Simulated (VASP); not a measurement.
# SnW (Fm-3m) in VASP: notebook, part 3 of 3

VASP 6.6.1. Earlier steps stand in the parts before.

### Step 5. Single point, PBE

File INCAR:

```
PREC     = Accurate       # precision mode
ENCUT    = 520            # plane-wave cutoff, eV
EDIFF    = 1E-6           # SCF threshold, eV
ISMEAR   = 0              # smearing method
SIGMA    = 0.1            # smearing width, eV
LREAL    = False          # projectors in reciprocal space
LASPH    = True           # aspherical terms in the spheres
NELM     = 100            # most SCF steps
ALGO     = Fast           # electronic algorithm
ISIF     = 2              # what is computed and relaxed
LWAVE    = False          # write WAVECAR
LCHARG   = False          # write CHGCAR
GGA      = PE             # functional
NBANDS   = 21             # bands
```

File KPOINTS:

```
Automatic mesh
0
Gamma
  18 18 18
```

File POSCAR:

```
SnW
1.0
    0.0000000000      2.7714731733      2.7714731733
    2.7714731733      0.0000000000      2.7714731733
    2.7714731733      2.7714731733      0.0000000000
Sn W
1 1
Direct
    0.5000000000      0.5000000000      0.5000000000
    0.0000000000      0.0000000000      0.0000000000
```

Potentials or basis: VASP PAW PBE potentials, release 64 (Sn_d, W_sv).

The run is started by

```bash
cat potpaw_PBE.64/Sn_d/POTCAR potpaw_PBE.64/W_sv/POTCAR > POTCAR
mpirun -np 1 vasp_std > vasp.out
```

OUTCAR:

```text
PREC = Accurate
   ENCUT = 520
   EDIFF = 1E-6
   ISMEAR = 0
   LREAL = False
   LASPH = True
   NELM = 100
   ISIF = 2
   GGA = PE

 ion  position               nearest neighbor table
   1  0.500  0.500  0.500-   2 2.77   2 2.77   2 2.77   2 2.77   2 2.77   2 2.77
   2  0.000  0.000  0.000-   1 2.77   1 2.77   1 2.77   1 2.77   1 2.77   1 2.77

  LATTYP: Found a face centered cubic cell.
 ALAT       =     5.5429463466

  Lattice vectors:

 A1 = (   0.0000000000,   2.7714731733,   2.7714731733)
 A2 = (   2.7714731733,   0.0000000000,   2.7714731733)
 A3 = (   2.7714731733,   2.7714731733,   0.0000000000)

Analysis of symmetry for initial positions (statically):
=====================================================================
 Subroutine PRICEL returns:
 Original cell was already a primitive cell.

 Routine SETGRP: Setting up the symmetry group for a
 face centered cubic supercell.

 Subroutine GETGRP returns: Found 48 space group operations
 (whereof 48 operations were pure point group operations)
 out of a pool of 48 trial point group operations.

The static configuration has the point symmetry O_h .

Analysis of symmetry for dynamics (positions and initial velocities):
=====================================================================
 Subroutine PRICEL returns:
 Original cell was already a primitive cell.

 Routine SETGRP: Setting up the symmetry group for a
 face centered cubic supercell.

 Subroutine GETGRP returns: Found 48 space group operations
 (whereof 48 operations were pure point group operations)
 out of a pool of 48 trial point group operations.

The dynamic configuration has the point symmetry O_h .

 Subroutine INISYM returns: Found 48 space group operations
 (whereof 48 operations are pure point group operations),
 and found     1 'primitive' translations

----------------------------------------------------------------------------------------

                                     Primitive cell

  volume of cell :      42.5757

  direct lattice vectors                    reciprocal lattice vectors
     0.000000000  2.771473173  2.771473173    -0.180409468  0.180409468  0.180409468
     2.771473173  0.000000000  2.771473173     0.180409468 -0.180409468  0.180409468
     2.771473173  2.771473173  0.000000000     0.180409468  0.180409468 -0.180409468

  length of vectors
     3.919454949  3.919454949  3.919454949     0.312478364  0.312478364  0.312478364

  position of ions in fractional coordinates (direct lattice)
     0.500000000  0.500000000  0.500000000
     0.000000000  0.000000000  0.000000000

  ion indices of the primitive-cell ions
   primitive index   ion index
                 1           1
                 2           2

----------------------------------------------------------------------------------------

 KPOINTS: Automatic mesh

Automatic generation of k-mesh.
 Grid dimensions read from file:
 generate k-points for:   18   18   18

 Generating k-lattice:

  Cartesian coordinates                     Fractional coordinates (reciprocal lattice)
    -0.010022748  0.010022748  0.010022748     0.055555556  0.000000000  0.000000000
     0.010022748 -0.010022748  0.010022748     0.000000000  0.055555556  0.000000000
     0.010022748  0.010022748 -0.010022748     0.000000000  0.000000000  0.055555556

  Length of vectors
     0.017359909  0.017359909  0.017359909

  Shift w.r.t. Gamma in fractional coordinates (k-lattice)
     0.000000000  0.000000000  0.000000000

 Subroutine IBZKPT returns following result:
 ===========================================

 Found    195 irreducible k-points:

 Following reciprocal coordinates:
            Coordinates               Weight
  0.000000  0.000000  0.000000      1.000000
  0.055556  0.000000  0.000000      8.000000
  0.111111  0.000000  0.000000      8.000000
  0.166667  0.000000  0.000000      8.000000
  0.222222  0.000000  0.000000      8.000000
  0.277778  0.000000  0.000000      8.000000
[... 16 lines left out ...]
 -0.277778  0.055556  0.000000     24.000000
 -0.222222  0.055556  0.000000     24.000000
 [... further k-points ...]
   k-points           NKPTS =    195   k-points in BZ     NKDIM =    195   number of bands    NBANDS=     21
   number of dos      NEDOS =    301   number of ions     NIONS =      2
   total plane-waves  NPLWV =  27000
   dimension x,y,z NGX =    30 NGY =   30 NGZ =   30
   dimension x,y,z NGXF=    60 NGYF=   60 NGZF=   60
   ions per type =               1   1
   NGX,Y,Z   is equivalent  to a cutoff of  12.72, 12.72, 12.72 a.u.
   NGXF,Y,Z  is equivalent  to a cutoff of  25.45, 25.45, 25.45 a.u.
 SYSTEM =  unknown system
   PREC   = accura    normal or accurate (medium, high low for compatibility)
   ISTART =      0    job   : 0-new  1-cont  2-samecut
   ICHARG =      2    charge: 1-file 2-atom 10-const
   ISPIN  =      1    spin polarized calculation?
   LNONCOLLINEAR =      F non collinear calculations
   LSORBIT =      F    spin-orbit coupling
   LASPH  =      T    aspherical Exc in radial PAW
   ENCUT  =  520.0 eV  38.22 Ry    6.18 a.u.   7.29  7.29  7.29*2*pi/ulx,y,z
   NELM   =    100;   NELMIN=  2; NELMDL= -5     # of ELM steps
   EDIFF  = 0.1E-05   stopping-criterion for ELM
   LREAL  =      F    real-space projection
   EDIFFG = 0.1E-04   stopping-criterion for IOM
   NSW    =      0    number of steps for IOM
   IBRION =     -1    ionic relax: 0-MD 1-quasi-New 2-CG
   NFREE  =      0    steps in history (QN), initial steepest desc. (CG)
   ISIF   =      2    stress and relaxation
   ISYM   =      2    0-nonsym 1-usesym 2-fastsym
   POTIM  = 0.5000    time-step for ionic-motion
   TEBEG  =    0.0;   TEEND  =   0.0 temperature during run
   PSTRESS=    0.0 pullay stress
   NELECT =      28.0000    total number of electrons
   NUPDOWN=      -1.0000    fix difference up-down
   EMIN   =  10.00;   EMAX   =-10.00  energy-range for DOS
   EFERMI =   0.00;   METHOD = LEGACY
   ISMEAR =     0;   SIGMA  =   0.10  broadening in eV -4-tet -1-fermi 0-gaus
   EFERMI_NEDOS =   21; number of points for ismear=-14 and -15
   IALGO  =     68    algorithm
   IMIX   =      4    mixing-type and parameters
     AMIX     =   0.40;   BMIX     =  1.00
     AMIX_MAG =   1.60;   BMIX_MAG =  1.00
  volume/ion in A,a.u.               =      21.29       143.66
  Fermi-wavevector in a.u.,A,eV,Ry     =   1.423662  2.690331 27.576464  2.026813
  Thomas-Fermi vector in A             =   2.544236
   LORBIT       =      0    0 simple, 1 ext, 2 COOP (PROOUT), +10 PAW based schemes
   GGA     = PE    functional components
   LHFCALC =     F    Hartree Fock is set to
   AEXX    =    0.0000 exact exchange contribution
   IVDW    =     0    specifies the selected vdW correction
   LEPSILON=     F    determine dielectric tensor
   LRPA    =     F    only Hartree local field effects (RPA)
 non-spin polarized calculation
 RMM-DIIS sequential band-by-band and
 Gauss-broadening in eV      SIGMA  =   0.10
  energy-cutoff  :      520.00
  volume of cell :       42.58
 maximum number of plane-waves:      1167
 NGX is ok and might be reduce to    30
   NGX = 15   NGY = 15   NGZ = 15

 number of electron      28.0000005 magnetization

 Free energy of the ion-electron system (eV)
  ---------------------------------------------------
  ext. energy  EPLUGINS =         0.00000000
  ---------------------------------------------------
  free energy    TOTEN  =       -13.93842503 eV

  energy without entropy =      -13.92307950  energy(sigma->0) =      -13.93075227

 E-fermi :   9.2556     XC(G=0): -11.6858

 val. band max:        9.2531403244   @ k =  -0.3889   0.4444   0.1111
 cond. band min:       9.2587096422   @ k =  -0.3333   0.2222   0.0556
 fundamental gap:      0.0055693178
 Fermi energy:         9.2556240670

 k-point     1 :       0.0000    0.0000    0.0000
  band No.  band energies     occupation
      1     -65.0730      2.00000
      2     -29.2752      2.00000
      3     -29.2752      2.00000
      4     -29.2752      2.00000
      5     -11.9312      2.00000
      6     -11.9312      2.00000
[... 13 lines left out ...]
     20      17.1613      0.00000
     21      21.2937      0.00000
[... 529 lines left out ...]
 k-point    24 :      -0.2222    0.0556    0.0000
  band No.  band energies     occupation
      1     -65.0726      2.00000
      2     -29.2952      2.00000
      3     -29.2807      2.00000
      4     -29.2801      2.00000
      5     -11.9083      2.00000
      6     -11.8987      2.00000
[... 13 lines left out ...]
     20      18.3190      0.00000
     21      18.6719      0.00000

 [... further k-points ...]

------------------------ aborting loop because EDIFF is reached ----------------------------------------

  FORCE on cell =-STRESS in cart. coord.  units (eV):
  Direction    XX          YY          ZZ          XY          YZ          ZX
  --------------------------------------------------------------------------------------
  -------------------------------------------------------------------------------------
  Total        0.0221356      0.0221356      0.0221356     -0.0000000     -0.0000000     -0.0000000
  in kB        0.8329901      0.8329901      0.8329901     -0.0000000     -0.0000000     -0.0000000
  external PRESSURE =       0.8329901 kB  Pullay stress =       0.0000000 kB

 VOLUME and BASIS-vectors are now :
 -----------------------------------------------------------------------------
  energy-cutoff  :      520.00
  volume of cell :       42.58
      direct lattice vectors                 reciprocal lattice vectors
     0.000000000  2.771473173  2.771473173    -0.180409468  0.180409468  0.180409468
     2.771473173  0.000000000  2.771473173     0.180409468 -0.180409468  0.180409468
     2.771473173  2.771473173  0.000000000     0.180409468  0.180409468 -0.180409468

 POSITION                                       TOTAL-FORCE (eV/Angst)
 -----------------------------------------------------------------------------------
      2.77147      2.77147      2.77147         0.000000     -0.000000     -0.000000
      0.00000      0.00000      0.00000        -0.000000      0.000000      0.000000
 -----------------------------------------------------------------------------------
    total drift:                                0.000000      0.000000      0.000000

  FREE ENERGIE OF THE ION-ELECTRON SYSTEM (eV)
  ---------------------------------------------------
  free  energy   TOTEN  =       -13.9384250342 eV

  energy  without entropy=      -13.9230795004  energy(sigma->0) =      -13.93075227
```

Run time: 3.2 min. Hardware: 1 thread of Intel Xeon Platinum 8259CL at 2.50GHz (Skylake/Cascade Lake), shared host; peak memory 0.29 GiB.

What came out:

```yaml
Free_energy: -13.9384 eV
Pressure: 0.1 GPa
Band_gap_on_the_k_mesh: zero (bands 14 and 15 overlap by 1.27 eV)
```

Caveat: spin-orbit coupling is left out, which moves the levels of the heavy elements.

### Step 6. Relaxation of cell and atoms, PBE

File INCAR:

```
SYSTEM = SnW
PREC = Accurate
ENCUT = 600
EDIFF = 1E-6
ISMEAR = 0
SIGMA = 0.1
LREAL = .FALSE.
LASPH = .TRUE.
NELM = 60
ALGO = Fast
ISIF = 3
LWAVE = .FALSE.
LCHARG = .FALSE.
GGA = PE
IBRION = 2
NSW = 100
EDIFFG = -0.01
```

File KPOINTS:

```
Automatic mesh
0
G
  18 18 18
  0 0 0
```

File POSCAR:

```
SnW
1.0
    0.0000000000      2.7707539724      2.7707539724
    2.7707539724      0.0000000000      2.7707539724
    2.7707539724      2.7707539724      0.0000000000
Sn W
1 1
Direct
    0.5000000000      0.5000000000      0.5000000000
    0.0000000000      0.0000000000      0.0000000000
```

Potentials or basis: VASP PAW PBE potentials, release 64 (Sn_d, W_sv).

The run is started by

```bash
cat potpaw_PBE.64/Sn_d/POTCAR potpaw_PBE.64/W_sv/POTCAR > POTCAR
mpirun -np 1 vasp_std > vasp.out
```

Run time: 4.1 min. Hardware: 1 thread of Intel Xeon Platinum 8259CL at 2.50GHz (Skylake/Cascade Lake), shared host; peak memory 0.33 GiB.

It converged, with:

| Item | Value |
| --- | --- |
| Free energy | -13.9386 eV |
| Relaxed volume | 21.30 Å³/atom |
| Relaxed cell | a = 3.921 Å, b = 3.921 Å, c = 3.921 Å, α = 60.00°, β = 60.00°, γ = 60.00° |
| Space group after relaxing (to 0.1 Å) | Fm-3m (No. 225) |
| Energy gained by relaxing | 0.0 meV/atom |
| Ionic steps | 3 |
| Pressure after relaxing | 0.0 GPa |
| Band gap on the k mesh | zero (bands 14 and 15 overlap by 1.27 eV) |

Final structure:
```
Sn W
1.0
     0.00000    2.77221    2.77221
     2.77221    0.00000    2.77221
     2.77221    2.77221    0.00000
Sn W
1 1
Direct
  0.50000 0.50000 0.50000
  0.00000 0.00000 0.00000
```

Levels at points of the mesh, in eV from the Fermi level:
| k point | band 11 | band 12 | band 13 | band 14 | band 15 | band 16 | band 17 | band 18 |
| --- | --- | --- | --- | --- | --- | --- | --- | --- |
| (0.00, 0.00, 0.00) | -1.14 | -1.14 | -1.14 | -0.50 | -0.50 | 3.04 | 3.04 | 3.04 |
| (0.50, 0.00, 0.00) | -6.10 | -2.93 | -2.93 | 0.23 | 0.23 | 0.61 | 4.95 | 6.79 |
| (0.50, 0.50, 0.00) | -3.71 | -2.46 | -0.10 | -0.10 | 0.18 | 0.80 | 0.80 | 0.82 |

Caveat: spin-orbit coupling is left out, which moves the levels of the heavy elements.

### Step 7. Summary

```csv
task,cell,k mesh,cutoff (eV),gap on the mesh (eV),pressure (GPa),relaxed volume (Å³/atom)
single point,"a = 3.918 Å, angles 60.0°, 2 atoms",6 × 6 × 6,520,none,0.1,-
single point,"a = 4.210 Å, angles 60.0°, 2 atoms",6 × 6 × 6,520,none,-16.7,-
relaxation of cell and atoms,"relaxed from a = 4.210 Å, angles 60.0°, 2 atoms",6 × 6 × 6,600,none,0.2,21.25
single point,"a = 3.919 Å, angles 60.0°, 2 atoms",18 × 18 × 18,520,none,0.1,-
relaxation of cell and atoms,"relaxed from a = 3.918 Å, angles 60.0°, 2 atoms",18 × 18 × 18,600,none,0.0,21.30
```

Alike in all rows: level PBE; potentials or basis VASP PAW PBE potentials, release 64 (Sn_d, W_sv); no spin polarisation; smearing gaussian 0.1 eV.

Caveats: spin-orbit coupling is left out, which moves the levels of the heavy elements; the cell stands under tension (at least some runs); the volume moved by over 15 % at a fixed basis, so the end points are rough (at least some runs).

Absolute energies hang on the potentials; compare differences alone.
